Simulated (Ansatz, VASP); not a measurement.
MgI2 in VASP and in Ansatz

INCAR

```
PREC = Accurate ; ENCUT = 520
EDIFF = 1E-7 ; ISMEAR = 0
SIGMA = 0.05 ; LREAL = False
LASPH = True ; NELM = 60
ALGO = Normal ; ISIF = 2
LWAVE = False ; LCHARG = False
LDIPOL = True ; IDIPOL = 3
DIPOL = 0.5 0.5 0.404 ; GGA = PE
IVDW = 12 ; NBANDS = 25
```

KPOINTS

```
Automatic mesh
0
Gamma
  9 9 1
```

File POSCAR:

```
MgI2
1.0
    4.1311064662      0.0000000000      0.0000000000
   -2.0655532331      3.5776431455      0.0000000000
    0.0000000000      0.0000000000     24.2265088138
I Mg
4 2
Direct
    0.3333333333      0.6666666667      0.1857469450
    0.6666666667      0.3333333333      0.3245723297
    0.6666666667      0.3333333333      0.4826636185
    0.3333333333      0.6666666667      0.6214890032
    0.0000000000      0.0000000000      0.2551596374
    1.0000000000      1.0000000000      0.5520763108
```

Input for Ansatz:

```yaml
crystal:
  lattice:
    - [4.1311064662, 0.0, 0.0]
    - [-2.0655532331, 3.5776431455, 0.0]
    - [0.0, 0.0, 24.2265088138]
  atoms:
    - { symbol: I, position: [0.3333333333, 0.6666666667, 0.185746945] }
    - { symbol: Mg, position: [0.0, 0.0, 0.2551596374] }
    - { symbol: I, position: [0.6666666667, 0.3333333333, 0.3245723297] }
    - { symbol: I, position: [0.6666666667, 0.3333333333, 0.4826636185] }
    - { symbol: Mg, position: [1.0, 1.0, 0.5520763108] }
    - { symbol: I, position: [0.3333333333, 0.6666666667, 0.6214890032] }
basis:
  ecutwfc: 420
kpoints:
  mp_grid: { grid: [9, 9, 1] }
hamiltonian:
  xc: pbe
  dispersion: d3bj
scf:
  occupations: { method: gaussian, width: 0.05 }
output:
  forces: true
  eigenvalues: true
efield:
  axis: 3
  dipole_correction: true
  ramp_width: 0.04
```

Alike in both runs: task single point; functional PBE; dispersion D3(BJ); k mesh 9 × 9 × 1; occupations gaussian, width 0.05 eV; no spin polarisation.

|  | VASP | Ansatz |
| --- | --- | --- |
| version | VASP 6.6.1 | Ansatz 0.2.0 |
| potentials or method | VASP PAW PBE potentials, release 64 (I, Mg), cutoff 520 eV | scalar-relativistic, plane waves, PAW |
| valence electrons in the cell | 32 | 88 |

```tsv
	VASP	Ansatz	Ansatz less VASP
gap on the k mesh at the Fermi level (eV)	3.51	3.53	+0.017
least direct gap on the mesh (eV)	3.92	3.94	+0.014
rms of the force components (eV/Å)	0.054	0.051	-0.0034
```

VASP's potentials hold 32 valence electrons a cell and Ansatz's 88, so a difference there can come from the potentials and not from the codes.

Spin-orbit coupling is off throughout.
